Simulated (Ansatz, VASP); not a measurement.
**Two plane-wave programs on Na2C3**

```
Na C
1.0
     2.06517    1.19232    6.27874
    -2.06517    1.19232    6.27874
     0.00000   -2.38465    6.27874
Na C
2 3
Direct
  0.90764 0.90764 0.90764
  0.09236 0.09236 0.09236
  0.00000 0.00000 0.50000
  0.50000 0.00000 0.00000
  0.00000 0.50000 0.00000
```

Alike in both runs: task single point; functional PBE; k mesh 6 × 6 × 6; occupations gaussian, width 0.1 eV; no spin polarisation.

|  | VASP | Ansatz |
| --- | --- | --- |
| version | VASP 6.6.1 | Ansatz 0.2.0 |
| potentials or method | VASP PAW PBE potentials, release 64 (Na_pv, C), cutoff 520 eV | scalar-relativistic, plane waves, PAW |
| valence electrons in the cell | 26 | 30 |

```tsv
	VASP	Ansatz	Ansatz less VASP
gap on the k mesh at the Fermi level (eV)	none	none	-
pressure (GPa)	23.9	23.2	-0.69
traceless stress, the component that is largest in VASP (GPa)	35.90	35.45	-0.443
rms of the force components (eV/Å)	4.426	4.341	-0.0850
```

Atom by atom the forces differ by 0.085 eV/Å (rms over components). A gap of «none» marks a metal or a gap that the smearing closes. With one functional, cell and mesh, what is left measures potentials, basis and numerics. VASP's potentials hold 26 valence electrons a cell and Ansatz's 30, so a difference there can come from the potentials and not from the codes.
